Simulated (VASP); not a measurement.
# AlRu4 (P-43m) in VASP: a series of runs

AlRu4 is run at these levels: PBE; tasks: single point.

All numbers are computed with VASP 6.6.1; they aren't measurements. Logs are shortened: lines on timing, memory, paths and dates and some standing lists are left out, and cuts for length are marked.

## (1) The cell of the first run

The structure is cubic, space group P-43m (No. 215). Conventional cell: a = 4.393 Å, b = 4.393 Å, c = 4.393 Å, α = 90.00°, β = 90.00°, γ = 90.00°. Al (site symmetry -43m) has 4 Ru at 1.86 Å within 2.5 Å. Within 2.5 Å of Ru (site symmetry 3m) lie 1 Al at 1.86 Å.

## (2) Single point, PBE

INCAR

```
SYSTEM = AlRu4
ALGO     = Fast           ! electronic algorithm
EDIFF    = 1E-7           ! SCF threshold, eV
ENCUT    = 520            ! plane-wave cutoff, eV
GGA      = PE             ! functional
ISIF     = 2              ! what is computed and relaxed
ISMEAR   = 0              ! smearing method
LASPH    = .TRUE.         ! aspherical terms in the spheres
LCHARG   = .FALSE.        ! write CHGCAR
LREAL    = .FALSE.        ! projectors in reciprocal space
LWAVE    = .FALSE.        ! write WAVECAR
NBANDS   = 38             ! bands
NELM     = 80             ! most SCF steps
PREC     = Accurate       ! precision mode
SIGMA    = 0.1            ! smearing width, eV
```

KPOINTS

```
k-points
0
G
  4 4 4
  0 0 0
```

POSCAR

```
AlRu4
1.0
    4.3933923300      0.0000000000      0.0000000000
    0.0000000000      4.3933923300      0.0000000000
    0.0000000000      0.0000000000      4.3933923300
Al Ru
1 4
Direct
    0.0000000000      0.0000000000      0.0000000000
    0.2437810800      0.7562189200      0.7562189200
    0.7562189200      0.2437810800      0.7562189200
    0.7562189200      0.7562189200      0.2437810800
    0.2437810800      0.2437810800      0.2437810800
```

Potentials or basis: VASP PAW PBE potentials, release 64 (Al, Ru_pv).

On the command line:

```console
cat potpaw_PBE.64/Al/POTCAR potpaw_PBE.64/Ru_pv/POTCAR > POTCAR
mpirun -np 1 vasp_std > vasp.out
```

OUTCAR:

```text
SYSTEM = AlRu4
   EDIFF = 1E-7
   ENCUT = 520
   GGA = PE
   ISIF = 2
   ISMEAR = 0
   LASPH = .TRUE.
   LREAL = .FALSE.
   NELM = 80
   PREC = Accurate

 ion  position               nearest neighbor table
   1  0.000  0.000  0.000-   2 1.86   3 1.86   4 1.86   5 1.86
   2  0.244  0.756  0.756-   1 1.86   3 3.03   4 3.03   5 3.03   3 3.11   4 3.11   4 3.11   5 3.11
                             3 3.11   5 3.11   4 3.18   3 3.18   5 3.18
   3  0.756  0.244  0.756-   1 1.86   2 3.03   4 3.03   5 3.03   2 3.11   4 3.11   4 3.11   5 3.11
                             2 3.11   5 3.11   4 3.18   2 3.18   5 3.18
   4  0.756  0.756  0.244-   1 1.86   2 3.03   3 3.03   5 3.03   2 3.11   3 3.11   3 3.11   5 3.11
                             2 3.11   5 3.11   3 3.18   2 3.18   5 3.18
   5  0.244  0.244  0.244-   1 1.86   2 3.03   3 3.03   4 3.03   2 3.11   3 3.11   3 3.11   4 3.11
                             2 3.11   4 3.11   2 3.18   4 3.18   3 3.18

  LATTYP: Found a simple cubic cell.
 ALAT       =     4.3933923300

  Lattice vectors:

 A1 = (   4.3933923300,   0.0000000000,   0.0000000000)
 A2 = (   0.0000000000,   4.3933923300,   0.0000000000)
 A3 = (   0.0000000000,   0.0000000000,   4.3933923300)

Analysis of symmetry for initial positions (statically):
=====================================================================
 Subroutine PRICEL returns:
 Original cell was already a primitive cell.

 Routine SETGRP: Setting up the symmetry group for a
 simple cubic supercell.

 Subroutine GETGRP returns: Found 24 space group operations
 (whereof 24 operations were pure point group operations)
 out of a pool of 48 trial point group operations.

The static configuration has the point symmetry T_d .

Analysis of symmetry for dynamics (positions and initial velocities):
=====================================================================
 Subroutine PRICEL returns:
 Original cell was already a primitive cell.

 Routine SETGRP: Setting up the symmetry group for a
 simple cubic supercell.

 Subroutine GETGRP returns: Found 24 space group operations
 (whereof 24 operations were pure point group operations)
 out of a pool of 48 trial point group operations.

The dynamic configuration has the point symmetry T_d .

 Subroutine INISYM returns: Found 24 space group operations
 (whereof 24 operations are pure point group operations),
 and found     1 'primitive' translations

----------------------------------------------------------------------------------------

                                     Primitive cell

  volume of cell :      84.8008

  direct lattice vectors                    reciprocal lattice vectors
     4.393392330  0.000000000  0.000000000     0.227614546  0.000000000  0.000000000
     0.000000000  4.393392330  0.000000000     0.000000000  0.227614546  0.000000000
     0.000000000  0.000000000  4.393392330     0.000000000  0.000000000  0.227614546

  length of vectors
     4.393392330  4.393392330  4.393392330     0.227614546  0.227614546  0.227614546

  position of ions in fractional coordinates (direct lattice)
     0.000000000  0.000000000  0.000000000
     0.243781080  0.756218920  0.756218920
     0.756218920  0.243781080  0.756218920
     0.756218920  0.756218920  0.243781080
     0.243781080  0.243781080  0.243781080

  ion indices of the primitive-cell ions
   primitive index   ion index
                 1           1
                 2           2
                 3           3
                 4           4
                 5           5

----------------------------------------------------------------------------------------

 KPOINTS: k-points

Automatic generation of k-mesh.
 Grid dimensions read from file:
 generate k-points for:    4    4    4

 Generating k-lattice:

  Cartesian coordinates                     Fractional coordinates (reciprocal lattice)
     0.056903636  0.000000000  0.000000000     0.250000000  0.000000000  0.000000000
     0.000000000  0.056903636  0.000000000     0.000000000  0.250000000  0.000000000
     0.000000000  0.000000000  0.056903636     0.000000000  0.000000000  0.250000000

  Length of vectors
     0.056903636  0.056903636  0.056903636

  Shift w.r.t. Gamma in fractional coordinates (k-lattice)
     0.000000000  0.000000000  0.000000000

 Subroutine IBZKPT returns following result:
 ===========================================

 Found     10 irreducible k-points:

 Following reciprocal coordinates:
            Coordinates               Weight
  0.000000  0.000000  0.000000      1.000000
  0.250000  0.000000  0.000000      6.000000
  0.500000  0.000000  0.000000      3.000000
  0.250000  0.250000  0.000000     12.000000
  0.500000  0.250000  0.000000     12.000000
  0.500000  0.500000  0.000000      3.000000
  0.250000  0.250000  0.250000      8.000000
  0.500000  0.250000  0.250000     12.000000
  0.500000  0.500000  0.250000      6.000000
  0.500000  0.500000  0.500000      1.000000
   k-points           NKPTS =     10   k-points in BZ     NKDIM =     10   number of bands    NBANDS=     38
   number of dos      NEDOS =    301   number of ions     NIONS =      5
   total plane-waves  NPLWV =  46656
   dimension x,y,z NGX =    36 NGY =   36 NGZ =   36
   dimension x,y,z NGXF=    72 NGYF=   72 NGZF=   72
   ions per type =               1   4
   NGX,Y,Z   is equivalent  to a cutoff of  13.62, 13.62, 13.62 a.u.
   NGXF,Y,Z  is equivalent  to a cutoff of  27.24, 27.24, 27.24 a.u.
 SYSTEM =  AlRu4
   PREC   = accura    normal or accurate (medium, high low for compatibility)
   ISTART =      0    job   : 0-new  1-cont  2-samecut
   ICHARG =      2    charge: 1-file 2-atom 10-const
   ISPIN  =      1    spin polarized calculation?
   LNONCOLLINEAR =      F non collinear calculations
   LSORBIT =      F    spin-orbit coupling
   LASPH  =      T    aspherical Exc in radial PAW
   ENCUT  =  520.0 eV  38.22 Ry    6.18 a.u.   8.17  8.17  8.17*2*pi/ulx,y,z
   NELM   =     80;   NELMIN=  2; NELMDL= -5     # of ELM steps
   EDIFF  = 0.1E-06   stopping-criterion for ELM
   LREAL  =      F    real-space projection
   EDIFFG = 0.1E-05   stopping-criterion for IOM
   NSW    =      0    number of steps for IOM
   IBRION =     -1    ionic relax: 0-MD 1-quasi-New 2-CG
   NFREE  =      0    steps in history (QN), initial steepest desc. (CG)
   ISIF   =      2    stress and relaxation
   ISYM   =      2    0-nonsym 1-usesym 2-fastsym
   POTIM  = 0.5000    time-step for ionic-motion
   TEBEG  =    0.0;   TEEND  =   0.0 temperature during run
   PSTRESS=    0.0 pullay stress
   NELECT =      59.0000    total number of electrons
   NUPDOWN=      -1.0000    fix difference up-down
   EMIN   =  10.00;   EMAX   =-10.00  energy-range for DOS
   EFERMI =   0.00;   METHOD = LEGACY
   ISMEAR =     0;   SIGMA  =   0.10  broadening in eV -4-tet -1-fermi 0-gaus
   EFERMI_NEDOS =   21; number of points for ismear=-14 and -15
   IALGO  =     68    algorithm
   IMIX   =      4    mixing-type and parameters
     AMIX     =   0.40;   BMIX     =  1.00
     AMIX_MAG =   1.60;   BMIX_MAG =  1.00
  volume/ion in A,a.u.               =      16.96       114.45
  Fermi-wavevector in a.u.,A,eV,Ry     =   1.450637  2.741307 28.631402  2.104349
  Thomas-Fermi vector in A             =   2.568226
   LORBIT       =      0    0 simple, 1 ext, 2 COOP (PROOUT), +10 PAW based schemes
   GGA     = PE    functional components
   LHFCALC =     F    Hartree Fock is set to
   AEXX    =    0.0000 exact exchange contribution
   IVDW    =     0    specifies the selected vdW correction
   LEPSILON=     F    determine dielectric tensor
   LRPA    =     F    only Hartree local field effects (RPA)
 non-spin polarized calculation
 RMM-DIIS sequential band-by-band and
 Gauss-broadening in eV      SIGMA  =   0.10
  energy-cutoff  :      520.00
  volume of cell :       84.80
 maximum number of plane-waves:      2301
 NGX is ok and might be reduce to    36
   NGX = 17   NGY = 17   NGZ = 17

 number of electron      58.9999992 magnetization

 Free energy of the ion-electron system (eV)
  ---------------------------------------------------
  ext. energy  EPLUGINS =         0.00000000
  ---------------------------------------------------
  free energy    TOTEN  =       -24.00963367 eV

  energy without entropy =      -23.96915293  energy(sigma->0) =      -23.98939330

 E-fermi :   7.9873     XC(G=0): -11.9668

 val. band max:        7.9715823489   @ k =   0.2500   0.2500   0.0000
 cond. band min:       8.0011053316   @ k =   0.5000   0.5000   0.5000
 fundamental gap:      0.0295229828
 Fermi energy:         7.9872527563

 k-point     1 :       0.0000    0.0000    0.0000
  band No.  band energies     occupation
      1     -34.4647      2.00000
      2     -34.2809      2.00000
      3     -34.2809      2.00000
      4     -34.2809      2.00000
      5     -34.1928      2.00000
      6     -34.1928      2.00000
[... 30 lines left out ...]
     37      15.0888      0.00000
     38      15.0888      0.00000

 k-point     2 :       0.2500    0.0000    0.0000
  band No.  band energies     occupation
      1     -34.4432      2.00000
      2     -34.3019      2.00000
      3     -34.2795      2.00000
      4     -34.2795      2.00000
      5     -34.1736      2.00000
      6     -34.1656      2.00000
[... 30 lines left out ...]
     37      14.9229      0.00000
     38      14.9229      0.00000

 k-point     3 :       0.5000    0.0000    0.0000
  band No.  band energies     occupation
      1     -34.4117      2.00000
      2     -34.3330      2.00000
      3     -34.2781      2.00000
      4     -34.2781      2.00000
      5     -34.1394      2.00000
      6     -34.1051      2.00000
[... 30 lines left out ...]
     37      14.7097      0.00000
     38      14.7098      0.00000

 k-point     4 :       0.2500    0.2500    0.0000
  band No.  band energies     occupation
      1     -34.4308      2.00000
      2     -34.3171      2.00000
      3     -34.2794      2.00000
      4     -34.2788      2.00000
      5     -34.1562      2.00000
      6     -34.1516      2.00000
[... 30 lines left out ...]
     37      13.5289      0.00000
     38      15.3209      0.00000

 k-point     5 :       0.5000    0.2500    0.0000
  band No.  band energies     occupation
      1     -34.4140      2.00000
      2     -34.3369      2.00000
      3     -34.2782      2.00000
      4     -34.2782      2.00000
      5     -34.1320      2.00000
      6     -34.1203      2.00000
[... 30 lines left out ...]
     37      15.2172      0.00000
     38      15.5688      0.00000

 k-point     6 :       0.5000    0.5000    0.0000
  band No.  band energies     occupation
      1     -34.4164      2.00000
      2     -34.3413      2.00000
      3     -34.2772      2.00000
      4     -34.2772      2.00000
      5     -34.1354      2.00000
      6     -34.1354      2.00000
[... 30 lines left out ...]
     37      15.6874      0.00000
     38      17.0958      0.00000

 k-point     7 :       0.2500    0.2500    0.2500
  band No.  band energies     occupation
      1     -34.4342      2.00000
      2     -34.3144      2.00000
      3     -34.2845      2.00000
      4     -34.2845      2.00000
      5     -34.1493      2.00000
      6     -34.1493      2.00000
[... 30 lines left out ...]
     37      14.1132      0.00000
     38      14.5223      0.00000

 k-point     8 :       0.5000    0.2500    0.2500
  band No.  band energies     occupation
      1     -34.4363      2.00000
      2     -34.3189      2.00000
      3     -34.2898      2.00000
      4     -34.2829      2.00000
      5     -34.1420      2.00000
      6     -34.1343      2.00000
[... 30 lines left out ...]
     37      13.1085      0.00000
     38      13.1259      0.00000

 k-point     9 :       0.5000    0.5000    0.2500
  band No.  band energies     occupation
      1     -34.4524      2.00000
      2     -34.3149      2.00000
      3     -34.2905      2.00000
      4     -34.2905      2.00000
      5     -34.1440      2.00000
      6     -34.1440      2.00000
[... 30 lines left out ...]
     37      13.7751      0.00000
     38      14.2695      0.00000

 k-point    10 :       0.5000    0.5000    0.5000
  band No.  band energies     occupation
      1     -34.4766      2.00000
      2     -34.3031      2.00000
      3     -34.3031      2.00000
      4     -34.3031      2.00000
      5     -34.1491      2.00000
      6     -34.1491      2.00000
[... 30 lines left out ...]
     37      13.0597      0.00000
     38      13.0597      0.00000

------------------------ aborting loop because EDIFF is reached ----------------------------------------

  FORCE on cell =-STRESS in cart. coord.  units (eV):
  Direction    XX          YY          ZZ          XY          YZ          ZX
  --------------------------------------------------------------------------------------
  -------------------------------------------------------------------------------------
  Total       16.5890084     16.5890084     16.5890084      0.0000000      0.0000000     -0.0000000
  in kB      313.4231330    313.4231330    313.4231330      0.0000000      0.0000000     -0.0000000
  external PRESSURE =     313.4231330 kB  Pullay stress =       0.0000000 kB

 VOLUME and BASIS-vectors are now :
 -----------------------------------------------------------------------------
  energy-cutoff  :      520.00
  volume of cell :       84.80
      direct lattice vectors                 reciprocal lattice vectors
     4.393392330  0.000000000  0.000000000     0.227614546  0.000000000  0.000000000
     0.000000000  4.393392330  0.000000000     0.000000000  0.227614546  0.000000000
     0.000000000  0.000000000  4.393392330     0.000000000  0.000000000  0.227614546

 POSITION                                       TOTAL-FORCE (eV/Angst)
 -----------------------------------------------------------------------------------
      0.00000      0.00000      0.00000         0.000000      0.000000     -0.000000
      1.07103      3.32237      3.32237         7.703694     -7.703694     -7.703694
      3.32237      1.07103      3.32237        -7.703694      7.703694     -7.703694
      3.32237      3.32237      1.07103        -7.703694     -7.703694      7.703694
      1.07103      1.07103      1.07103         7.703694      7.703694      7.703694
 -----------------------------------------------------------------------------------
    total drift:                               -0.000000     -0.000000     -0.000000

  FREE ENERGIE OF THE ION-ELECTRON SYSTEM (eV)
  ---------------------------------------------------
  free  energy   TOTEN  =       -24.0096336718 eV

  energy  without entropy=      -23.9691529252  energy(sigma->0) =      -23.98939330
```

Run time: 82 s. Hardware: 1 thread of AMD EPYC 7R43 (Zen 3), shared host; peak memory 0.16 GiB.

What came out:

```yaml
Free_energy: -24.0096 eV
Pressure: 31.3 GPa
Largest_force: 13.343 eV/Å
```

Forces on the atoms (eV/Å):
```
Al   0.000  0.000  0.000
Ru   7.704 -7.704 -7.704
Ru  -7.704  7.704 -7.704
Ru  -7.704 -7.704  7.704
Ru   7.704  7.704  7.704
```

Levels at points of the mesh, in eV from the Fermi level:
| k point | band 27 | band 28 | band 29 | band 30 | band 31 | band 32 | band 33 | band 34 |
| --- | --- | --- | --- | --- | --- | --- | --- | --- |
| (0.00, 0.00, 0.00) | 0.37 | 0.54 | 0.54 | 0.54 | 1.10 | 1.10 | 1.10 | 1.90 |
| (0.50, 0.00, 0.00) | -0.64 | -0.64 | -0.28 | -0.28 | -0.11 | 0.21 | 0.81 | 0.81 |
| (0.50, 0.50, 0.00) | -0.94 | -0.84 | -0.84 | -0.83 | -0.24 | 0.02 | 1.68 | 1.68 |
| (0.50, 0.50, 0.50) | -0.13 | 0.01 | 0.52 | 0.52 | 0.52 | 0.57 | 0.57 | 0.57 |

Caveat: forces of over 1 eV/Å act on the atoms, so gaps and moduli don't describe the material at rest.

## (3) Single point, PBE

This run uses another cell than the first one, of 16.56 Å³/atom, 0.976 times its volume.

INCAR

```
PREC = Accurate ; ENCUT = 520
EDIFF = 1E-6 ; ISMEAR = 0
SIGMA = 0.1 ; LREAL = False
LASPH = True ; NELM = 100
ALGO = Fast ; ISIF = 2
LWAVE = False ; LCHARG = False
GGA = PE ; NBANDS = 38
```

KPOINTS

```
regular mesh
0
Gamma
  10 10 10
```

POSCAR

```
AlRu4
1.0
    4.3581727060      0.0000000000      0.0000000000
    0.0000000000      4.3581727060      0.0000000000
    0.0000000000      0.0000000000      4.3581727060
Al Ru
1 4
Direct
    0.0000000000      0.0000000000      0.0000000000
    0.2997368015      0.7002631985      0.7002631985
    0.7002631985      0.2997368015      0.7002631985
    0.7002631985      0.7002631985      0.2997368015
    0.2997368015      0.2997368015      0.2997368015
```

Potentials or basis: VASP PAW PBE potentials, release 64 (Al, Ru_pv).

On the command line:

```console
cat potpaw_PBE.64/Al/POTCAR potpaw_PBE.64/Ru_pv/POTCAR > POTCAR
mpirun -np 1 vasp_std > vasp.out
```

It took 3.3 min on 1 thread of AMD EPYC 7R43 (Zen 3), shared host; peak memory 0.23 GiB.

It converged, with:

- Free energy: -35.5599 eV
- Pressure: 0.0 GPa
- Largest force: 0.022 eV/Å

Forces in eV/Å, atoms in the order of the input:
```
Al   0.000  0.000  0.000
Ru  -0.013  0.013  0.013
Ru   0.013 -0.013  0.013
Ru   0.013  0.013 -0.013
Ru  -0.013 -0.013 -0.013
```

Levels at points of the mesh, in eV from the Fermi level:
```tsv
k point	band 27	band 28	band 29	band 30	band 31	band 32	band 33	band 34
(0.00, 0.00, 0.00)	-0.42	0.56	0.62	0.62	0.62	1.08	1.08	1.08
(0.50, 0.00, 0.00)	-1.10	-0.85	-0.14	-0.14	0.31	0.42	1.22	1.22
(0.50, 0.50, 0.00)	-0.95	-0.95	-0.74	-0.74	0.19	1.10	1.74	1.75
(0.50, 0.50, 0.50)	-1.23	-1.23	0.66	0.66	0.95	0.95	0.95	1.16
```
